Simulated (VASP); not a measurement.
ZrHg, 2 atoms in the cell. The structure is tetragonal, space group P4/mmm (No. 123). The conventional cell has a = 3.168 Å, b = 3.168 Å, c = 4.198 Å, α = 90.00°, β = 90.00°, γ = 90.00°. Zr (site symmetry 4/mmm) has 8 Hg at 3.07 Å and 4 Zr at 3.17 Å within 4.0 Å. Within 4.0 Å of Hg (site symmetry 4/mmm) lie 8 Zr at 3.07 Å and 4 Hg at 3.17 Å. 

* Program: VASP 6.6.1
* Task: electric field gradients
* Functional: PBEsol
* Potentials or basis: VASP PAW PBE potentials, release 64 (Zr_sv, Hg)
* Cutoff: 520 eV
* k mesh: 13 × 13 × 10
* Occupations: fermi-dirac, width 0.03 eV
* Spin: no spin polarisation
* Dipole correction: no
* Further INCAR settings: ALGO = Normal; EDIFF = 1e-08; NBANDS = 19

Potentials or basis: VASP PAW PBE potentials, release 64 (Zr_sv, Hg).

Run with:

```bash
$ cat potpaw_PBE.64/Zr_sv/POTCAR potpaw_PBE.64/Hg/POTCAR > POTCAR
$ mpirun -np 1 vasp_std > vasp.out
```

Hardware: 1 thread of Intel(R) Xeon(R) 6975P-C (Granite Rapids), with other jobs on the host.

Estimate the wall time of this run.

Run time: 36 s on 1 thread of Intel(R) Xeon(R) 6975P-C (Granite Rapids), with other jobs on the host, peak memory 0.26 GiB. Counts: scf iterations 16, k points 168.
